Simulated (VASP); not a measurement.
Here is a VASP 6.6.1 calculation.

Contents of POSCAR:

```
NaF
1.0
    0.0000000000      2.5239093830      1.9686493187
    2.5239093830      0.0000000000      1.9686493187
    2.5239093830      2.5239093830      0.0000000000
Na F
1 1
Direct
    0.0000000000      0.0000000000      0.0000000000
    0.5000000000      0.5000000000      0.5000000000
```

File INCAR.step1:

```
SYSTEM = NaF
ALGO     = Normal         ! electronic algorithm
EDIFF    = 1E-4           ! SCF threshold, eV
ENCUT    = 520            ! plane-wave cutoff, eV
GGA      = PE             ! functional
ISMEAR   = 0              ! smearing method
LASPH    = .True.         ! aspherical terms in the spheres
LCHARG   = .False.        ! write CHGCAR
LREAL    = .False.        ! projectors in reciprocal space
LWAVE    = .True.         ! write WAVECAR
NBANDS   = 14             ! bands
NELM     = 100            ! most SCF steps
PREC     = Accurate       ! precision mode
SIGMA    = 0.05           ! smearing width, eV
```

Contents of INCAR.step2:

```
SYSTEM = NaF
ALGO     = Normal         ! electronic algorithm
EDIFF    = 1E-6           ! SCF threshold, eV
ENCUT    = 520            ! plane-wave cutoff, eV
ISIF     = 2              ! what is computed and relaxed
ISMEAR   = 0              ! smearing method
ISTART   = 1            
LASPH    = .True.         ! aspherical terms in the spheres
LCHARG   = .False.        ! write CHGCAR
LMIXTAU  = .True.       
LREAL    = .False.        ! projectors in reciprocal space
LWAVE    = .False.        ! write WAVECAR
METAGGA  = R2SCAN         ! meta-GGA
NBANDS   = 14             ! bands
NELM     = 100            ! most SCF steps
PREC     = Accurate       ! precision mode
SIGMA    = 0.05           ! smearing width, eV
```

KPOINTS

```
k-points
0
Gamma
  10 10 10
  0 0 0
```

Potentials or basis: VASP PAW PBE potentials, release 64 (Na_pv, F).

The run is started by

```sh
$ cat potpaw_PBE.64/Na_pv/POTCAR potpaw_PBE.64/F/POTCAR > POTCAR
$ cp INCAR.step1 INCAR
$ mpirun -np 1 vasp_std > vasp.out
$ cp INCAR.step2 INCAR
$ mpirun -np 1 vasp_std > vasp.out
```

(1) What does it give for the band gap on the k mesh?

(2) What does it give for the pressure?

Answers

(1) 6.85 eV.

(2) 7.9 GPa.

Caveat: the cell stands under pressure; the PAW data sets were made with another functional, which shifts forces and pressure a little.
